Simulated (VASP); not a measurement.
## BeS (f.bd3): single point with PBE+D3(BJ)

BeS (f.bd3):

```
CELL_PARAMETERS angstrom
0.00000 2.40772 2.40772
2.40772 0.00000 2.40772
2.40772 2.40772 0.00000
ATOMIC_POSITIONS crystal
Be 0.00000 0.00000 0.00000
S 0.25000 0.25000 0.25000
```

```yaml
Program: VASP 6.6.1
Task: single point
Functional: PBE
Dispersion: D3(BJ)
Potentials_or_basis: VASP PAW PBE potentials, release 64 (Be, S)
Cutoff: 600 eV
k_mesh: 8 × 8 × 8
Occupations: gaussian, width 0.02 eV
Spin: no spin polarisation
```

| Quantity | Value |
| --- | --- |
| Pressure | 0.1 GPa |
| Band gap on the k mesh | 3.06 eV, indirect (least direct gap 5.66 eV) |
| Dispersion energy per atom | -0.308 eV |

Levels at points of the mesh, in eV from the valence-band top:
| k point | band 1 | band 2 | band 3 | band 4 | band 5 | band 6 | band 7 | band 8 |
| --- | --- | --- | --- | --- | --- | --- | --- | --- |
| (0.00, 0.00, 0.00) | -13.84 | 0.00 | 0.00 | 0.00 | 5.66 | 5.66 | 5.66 | 6.07 |
| (0.50, 0.00, 0.00) | -12.17 | -5.93 | -1.06 | -1.06 | 5.56 | 6.56 | 6.56 | 11.31 |
| (0.50, 0.50, 0.00) | -11.60 | -5.13 | -2.72 | -2.72 | 3.06 | 4.90 | 12.96 | 12.96 |

Wall time 6.7 s on 1 thread of Intel(R) Xeon(R) 6975P-C (Granite Rapids) (shared host), peak memory 0.16 GiB.

A k mesh can miss the band edges. PBE gaps usually lie below the measured ones, often by a third to a half.
